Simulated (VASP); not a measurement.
# GeSbTe3 (R3m) in VASP: single point with PBE

Aim: the single point of GeSbTe3 with PBE.

Program: VASP 6.6.1. These are calculated values, not measurements. Logs are shortened: lines on timing, memory, paths and dates and some standing lists are left out, and cuts for length are marked.

**1. The cell of the first run**

Symmetry: R3m, No. 160, trigonal system. The conventional cell has a = 4.280 Å, b = 4.280 Å, c = 32.138 Å, α = 90.00°, β = 90.00°, γ = 120.00°. Within 3.8 Å of Ge (site symmetry 3m) lie 6 Te at 2.92 to 3.26 Å. Within 4.1 Å of Sb (site symmetry 3m) lie 6 Te at 3.11 to 3.19 Å. Te (site symmetry 3m) has 3 Sb at 3.19 Å and 3 Ge at 3.26 Å and 12 Te at 4.28 to 4.62 Å within 4.7 Å. Te (site symmetry 3m) has 3 Sb at 3.11 Å and 3 Te at 3.99 Å within 4.1 Å. Within 3.8 Å of Te (site symmetry 3m) lie 3 Ge at 2.92 Å.

**2. Single point, PBE (strain +0.030 along x and y, +0.030 along z)**

Contents of INCAR:

```
SYSTEM = GeSbTe3
  ALGO = Normal
  EDIFF = 1E-6
  ENCUT = 500
  GGA = PE
  GGA_COMPAT = .False.
  ISIF = 2
  ISMEAR = 0
  LASPH = .True.
  LCHARG = .False.
  LREAL = .False.
  LWAVE = .False.
  NBANDS = 26
  NELM = 120
  PREC = Accurate
  SIGMA = 0.15
```

Contents of KPOINTS:

```
k-points
0
Gamma
  12 12 12
  0 0 0
```

Contents of POSCAR:

```
GeSbTe3
1.0
    2.1397884708      1.2354074497     10.7125831353
   -2.1397884708      1.2354074497     10.7125831353
    0.0000000000     -2.4708148993     10.7125831353
Ge Sb Te
1 1 3
Direct
    0.5998296922      0.5998296922      0.5998296922
    0.3954376019      0.3954376019      0.3954376019
    0.9991310257      0.9991310257      0.9991310257
    0.7874280286      0.7874280286      0.7874280286
    0.2181746516      0.2181746516      0.2181746516
```

Potentials or basis: VASP PAW PBE potentials, release 64 (Ge_d, Sb, Te).

Command:

```bash
$ cat potpaw_PBE.64/Ge_d/POTCAR potpaw_PBE.64/Sb/POTCAR potpaw_PBE.64/Te/POTCAR > POTCAR
$ mpirun -np 1 vasp_std > vasp.out
```

OUTCAR:

```text
SYSTEM = GeSbTe3
   EDIFF = 1E-6
   ENCUT = 500
   GGA = PE
   ISIF = 2
   ISMEAR = 0
   LASPH = .True.
   LREAL = .False.
   NELM = 120
   PREC = Accurate

 ion  position               nearest neighbor table
   1  0.600  0.600  0.600-   5 2.92   5 2.92   5 2.92   3 3.26   3 3.26   3 3.26
   2  0.395  0.395  0.395-   4 3.11   4 3.11   4 3.11   3 3.19   3 3.19   3 3.19
   3  0.999  0.999  0.999-   2 3.19   2 3.19   2 3.19   1 3.26   1 3.26   1 3.26
   4  0.787  0.787  0.787-   2 3.11   2 3.11   2 3.11
   5  0.218  0.218  0.218-   1 2.92   1 2.92   1 2.92

  LATTYP: Found a trigonal (rhomboedric) cell.
 ALAT       =    10.9938329848
 COS(alpha) =     0.9242341653

  Lattice vectors:

 A1 = (   2.1397884708,   1.2354074497,  10.7125831353)
 A2 = (  -2.1397884708,   1.2354074497,  10.7125831353)
 A3 = (   0.0000000000,  -2.4708148993,  10.7125831353)

Analysis of symmetry for initial positions (statically):
=====================================================================
 Subroutine PRICEL returns:
 Original cell was already a primitive cell.

 Routine SETGRP: Setting up the symmetry group for a
 trigonal (rhombohedral) supercell.

 Subroutine GETGRP returns: Found  6 space group operations
 (whereof  6 operations were pure point group operations)
 out of a pool of 12 trial point group operations.

The static configuration has the point symmetry C_3v.

Analysis of symmetry for dynamics (positions and initial velocities):
=====================================================================
 Subroutine PRICEL returns:
 Original cell was already a primitive cell.

 Routine SETGRP: Setting up the symmetry group for a
 trigonal (rhombohedral) supercell.

 Subroutine GETGRP returns: Found  6 space group operations
 (whereof  6 operations were pure point group operations)
 out of a pool of 12 trial point group operations.

The dynamic configuration has the point symmetry C_3v.

 Subroutine INISYM returns: Found  6 space group operations
 (whereof  6 operations are pure point group operations),
 and found     1 'primitive' translations

----------------------------------------------------------------------------------------

                                     Primitive cell

  volume of cell :     169.9130

  direct lattice vectors                    reciprocal lattice vectors
     2.139788471  1.235407450 10.712583135     0.233667957  0.134908258  0.031116056
    -2.139788471  1.235407450 10.712583135    -0.233667957  0.134908258  0.031116056
     0.000000000 -2.470814899 10.712583135     0.000000000 -0.269816516  0.031116056

  length of vectors
    10.993832985 10.993832985 10.993832985     0.271604788  0.271604788  0.271604788

  position of ions in fractional coordinates (direct lattice)
     0.599829692  0.599829692  0.599829692
     0.395437602  0.395437602  0.395437602
     0.999131026  0.999131026  0.999131026
     0.787428029  0.787428029  0.787428029
     0.218174652  0.218174652  0.218174652

  ion indices of the primitive-cell ions
   primitive index   ion index
                 1           1
                 2           2
                 3           3
                 4           4
                 5           5

----------------------------------------------------------------------------------------

 KPOINTS: k-points

Automatic generation of k-mesh.
 Grid dimensions read from file:
 generate k-points for:   12   12   12

 Generating k-lattice:

  Cartesian coordinates                     Fractional coordinates (reciprocal lattice)
     0.019472330  0.011242355  0.002593005     0.083333333  0.000000000  0.000000000
    -0.019472330  0.011242355  0.002593005     0.000000000  0.083333333  0.000000000
     0.000000000 -0.022484710  0.002593005    -0.000000000 -0.000000000  0.083333333

  Length of vectors
     0.022633732  0.022633732  0.022633732

  Shift w.r.t. Gamma in fractional coordinates (k-lattice)
     0.000000000  0.000000000  0.000000000

 Subroutine IBZKPT returns following result:
 ===========================================

 Found    189 irreducible k-points:

 Following reciprocal coordinates:
            Coordinates               Weight
  0.000000  0.000000  0.000000      1.000000
  0.083333 -0.000000  0.000000      6.000000
  0.166667  0.000000  0.000000      6.000000
  0.250000  0.000000 -0.000000      6.000000
  0.333333 -0.000000  0.000000      6.000000
  0.416667  0.000000  0.000000      6.000000
[... 16 lines left out ...]
  0.500000  0.166667  0.000000     12.000000
 -0.416667  0.166667 -0.000000     12.000000
 [... further k-points ...]
   k-points           NKPTS =    189   k-points in BZ     NKDIM =    189   number of bands    NBANDS=     26
   number of dos      NEDOS =    301   number of ions     NIONS =      5
   total plane-waves  NPLWV = 512000
   dimension x,y,z NGX =    80 NGY =   80 NGZ =   80
   dimension x,y,z NGXF=   160 NGYF=  160 NGZF=  160
   ions per type =               1   1   3
   NGX,Y,Z   is equivalent  to a cutoff of  12.10, 12.10, 12.10 a.u.
   NGXF,Y,Z  is equivalent  to a cutoff of  24.19, 24.19, 24.19 a.u.
 SYSTEM =  GeSbTe3
   PREC   = accura    normal or accurate (medium, high low for compatibility)
   ISTART =      0    job   : 0-new  1-cont  2-samecut
   ICHARG =      2    charge: 1-file 2-atom 10-const
   ISPIN  =      1    spin polarized calculation?
   LNONCOLLINEAR =      F non collinear calculations
   LSORBIT =      F    spin-orbit coupling
   LASPH  =      T    aspherical Exc in radial PAW
   ENCUT  =  500.0 eV  36.75 Ry    6.06 a.u.  20.04 20.04 20.04*2*pi/ulx,y,z
   NELM   =    120;   NELMIN=  2; NELMDL= -5     # of ELM steps
   EDIFF  = 0.1E-05   stopping-criterion for ELM
   LREAL  =      F    real-space projection
   EDIFFG = 0.1E-04   stopping-criterion for IOM
   NSW    =      0    number of steps for IOM
   IBRION =     -1    ionic relax: 0-MD 1-quasi-New 2-CG
   NFREE  =      0    steps in history (QN), initial steepest desc. (CG)
   ISIF   =      2    stress and relaxation
   ISYM   =      2    0-nonsym 1-usesym 2-fastsym
   POTIM  = 0.5000    time-step for ionic-motion
   TEBEG  =    0.0;   TEEND  =   0.0 temperature during run
   PSTRESS=    0.0 pullay stress
   NELECT =      37.0000    total number of electrons
   NUPDOWN=      -1.0000    fix difference up-down
   EMIN   =  10.00;   EMAX   =-10.00  energy-range for DOS
   EFERMI =   0.00;   METHOD = LEGACY
   ISMEAR =     0;   SIGMA  =   0.15  broadening in eV -4-tet -1-fermi 0-gaus
   EFERMI_NEDOS =   21; number of points for ismear=-14 and -15
   IALGO  =     38    algorithm
   IMIX   =      4    mixing-type and parameters
     AMIX     =   0.40;   BMIX     =  1.00
     AMIX_MAG =   1.60;   BMIX_MAG =  1.00
  volume/ion in A,a.u.               =      33.98       229.33
  Fermi-wavevector in a.u.,A,eV,Ry     =   0.984918  1.861224 13.198504  0.970063
  Thomas-Fermi vector in A             =   2.116186
   LORBIT       =      0    0 simple, 1 ext, 2 COOP (PROOUT), +10 PAW based schemes
   GGA     = PE    functional components
   LHFCALC =     F    Hartree Fock is set to
   AEXX    =    0.0000 exact exchange contribution
   IVDW    =     0    specifies the selected vdW correction
   LEPSILON=     F    determine dielectric tensor
   LRPA    =     F    only Hartree local field effects (RPA)
 non-spin polarized calculation
 Gauss-broadening in eV      SIGMA  =   0.15
  energy-cutoff  :      500.00
  volume of cell :      169.91
 maximum number of plane-waves:      4338
   NGX = 39   NGY = 39   NGZ = 39

 number of electron      36.9999992 magnetization

 Free energy of the ion-electron system (eV)
  ---------------------------------------------------
  ext. energy  EPLUGINS =         0.00000000
  ---------------------------------------------------
  free energy    TOTEN  =       -18.27955351 eV

  energy without entropy =      -18.24449636  energy(sigma->0) =      -18.26202493

 E-fermi :   4.5193     XC(G=0):  -8.9254

 val. band max:        4.5174043612   @ k =  -0.2500  -0.4167   0.0833
 cond. band min:       4.5211937021   @ k =   0.3333   0.2500   0.0000
 fundamental gap:      0.0037893410
 Fermi energy:         4.5192995459

 k-point     1 :       0.0000    0.0000    0.0000
  band No.  band energies     occupation
      1     -19.9535      2.00000
      2     -19.9535      2.00000
      3     -19.9529      2.00000
      4     -19.9456      2.00000
      5     -19.9456      2.00000
      6      -7.5592      2.00000
[... 18 lines left out ...]
     25       7.2859      0.00000
     26       9.7292      0.00000

 k-point     2 :       0.0833   -0.0000    0.0000
  band No.  band energies     occupation
      1     -19.9537      2.00000
      2     -19.9535      2.00000
      3     -19.9528      2.00000
      4     -19.9456      2.00000
      5     -19.9455      2.00000
      6      -7.5000      2.00000
[... 18 lines left out ...]
     25       7.5559      0.00000
     26       9.8049      0.00000

 k-point     3 :       0.1667    0.0000    0.0000
  band No.  band energies     occupation
      1     -19.9541      2.00000
      2     -19.9535      2.00000
      3     -19.9526      2.00000
      4     -19.9456      2.00000
      5     -19.9451      2.00000
      6      -7.3250      2.00000
[... 18 lines left out ...]
     25       8.1277      0.00000
     26       9.4844      0.00000

 k-point     4 :       0.2500    0.0000   -0.0000
  band No.  band energies     occupation
      1     -19.9546      2.00000
      2     -19.9535      2.00000
      3     -19.9523      2.00000
      4     -19.9457      2.00000
      5     -19.9445      2.00000
      6      -7.0436      2.00000
[... 18 lines left out ...]
     25       8.8266      0.00000
     26       9.0206      0.00000

 k-point     5 :       0.3333   -0.0000    0.0000
  band No.  band energies     occupation
      1     -19.9552      2.00000
      2     -19.9536      2.00000
      3     -19.9520      2.00000
      4     -19.9457      2.00000
      5     -19.9440      2.00000
      6      -6.6764      2.00000
[... 18 lines left out ...]
     25       8.7004      0.00000
     26       9.0308      0.00000

 k-point     6 :       0.4167    0.0000    0.0000
  band No.  band energies     occupation
      1     -19.9556      2.00000
      2     -19.9536      2.00000
      3     -19.9518      2.00000
      4     -19.9457      2.00000
      5     -19.9436      2.00000
      6      -6.2697      2.00000
[... 427 lines left out ...]
 k-point    21 :       0.3333    0.1667    0.0000
  band No.  band energies     occupation
      1     -19.9548      2.00000
      2     -19.9537      2.00000
      3     -19.9521      2.00000
      4     -19.9456      2.00000
      5     -19.9444      2.00000
      6      -6.8725      2.00000
[... 18 lines left out ...]
     25       8.7277      0.00000
     26       9.6192      0.00000

 k-point    22 :       0.4167    0.1667    0.0000
  band No.  band energies     occupation
      1     -19.9551      2.00000
      2     -19.9538      2.00000
      3     -19.9519      2.00000
      4     -19.9455      2.00000
      5     -19.9440      2.00000
      6      -6.5175      2.00000
[... 18 lines left out ...]
     25       9.1125      0.00000
     26       9.3870      0.00000

 k-point    23 :       0.5000    0.1667    0.0000
  band No.  band energies     occupation
      1     -19.9554      2.00000
      2     -19.9539      2.00000
      3     -19.9517      2.00000
      4     -19.9454      2.00000
      5     -19.9438      2.00000
      6      -6.1325      2.00000
[... 18 lines left out ...]
     25       8.9961      0.00000
     26       9.2484      0.00000

 k-point    24 :      -0.4167    0.1667   -0.0000
  band No.  band energies     occupation
      1     -19.9555      2.00000
      2     -19.9539      2.00000
      3     -19.9516      2.00000
      4     -19.9453      2.00000
      5     -19.9437      2.00000
      6      -5.8830      2.00000
[... 18 lines left out ...]
     25       8.7117      0.00000
     26       9.1741      0.00000

 [... further k-points ...]
[... 5 lines left out ...]
  --------------------------------------------------------------------------------------
  -------------------------------------------------------------------------------------
  Total       -3.4568955     -3.4568955     -3.8682090      0.0000000     -0.0000000     -0.0000000
  in kB      -32.5964507    -32.5964507    -36.4748908      0.0000000     -0.0000000     -0.0000000
  external PRESSURE =     -33.8892641 kB  Pullay stress =       0.0000000 kB

 VOLUME and BASIS-vectors are now :
 -----------------------------------------------------------------------------
  energy-cutoff  :      500.00
  volume of cell :      169.91
      direct lattice vectors                 reciprocal lattice vectors
     2.139788471  1.235407450 10.712583135     0.233667957  0.134908258  0.031116056
    -2.139788471  1.235407450 10.712583135    -0.233667957  0.134908258  0.031116056
     0.000000000 -2.470814899 10.712583135     0.000000000 -0.269816516  0.031116056

 POSITION                                       TOTAL-FORCE (eV/Angst)
 -----------------------------------------------------------------------------------
      0.00000      0.00000     19.27718         0.000000     -0.000000     -0.267138
      0.00000      0.00000     12.70847         0.000000      0.000000      0.132623
      0.00000      0.00000     32.10982         0.000000      0.000000      0.262875
      0.00000      0.00000     25.30616         0.000000     -0.000000     -0.541454
      0.00000      0.00000      7.01164         0.000000      0.000000      0.413094
 -----------------------------------------------------------------------------------
    total drift:                                0.000000     -0.000000     -0.000419

  FREE ENERGIE OF THE ION-ELECTRON SYSTEM (eV)
  ---------------------------------------------------
  free  energy   TOTEN  =       -18.2795535097 eV

  energy  without entropy=      -18.2444963599  energy(sigma->0) =      -18.26202493
```

Wall time 75 min (1 thread of Oxide Virtual Turin-like, shared host); peak memory 1.4 GiB.

What came out:

```yaml
Free_energy: -18.2796 eV
Pressure: -3.4 GPa
Largest_force: 0.541 eV/Å
Band_gap_on_the_k_mesh: zero (an odd number of electrons rules out a gap without spin polarisation)
```

Forces on the atoms (eV/Å):
```
Ge   0.000  0.000 -0.267
Sb   0.000  0.000  0.133
Te   0.000  0.000  0.263
Te   0.000  0.000 -0.541
Te   0.000  0.000  0.413
```

Levels at points of the mesh, in eV from the Fermi level:
| k point | band 17 | band 18 | band 19 | band 20 | band 21 | band 22 |
| --- | --- | --- | --- | --- | --- | --- |
| (0.00, 0.00, 0.00) | -0.28 | -0.28 | 0.58 | 1.29 | 1.47 | 1.47 |
| (0.50, 0.00, 0.00) | -1.65 | -0.52 | -0.04 | 1.32 | 1.88 | 2.68 |
| (0.50, 0.50, 0.00) | -1.14 | -0.80 | -0.71 | 1.46 | 1.93 | 2.32 |
| (0.50, 0.50, 0.50) | -0.37 | -0.37 | 0.22 | 1.48 | 1.63 | 1.63 |

Caveat: the cell differs from its parent crystal (strain +0.030 along x and y, +0.030 along z); the cell stands under tension; spin-orbit coupling is left out, which moves the levels of the heavy elements; an odd number of electrons without spin polarisation forces a metal; a magnetic or distorted state may lie lower.
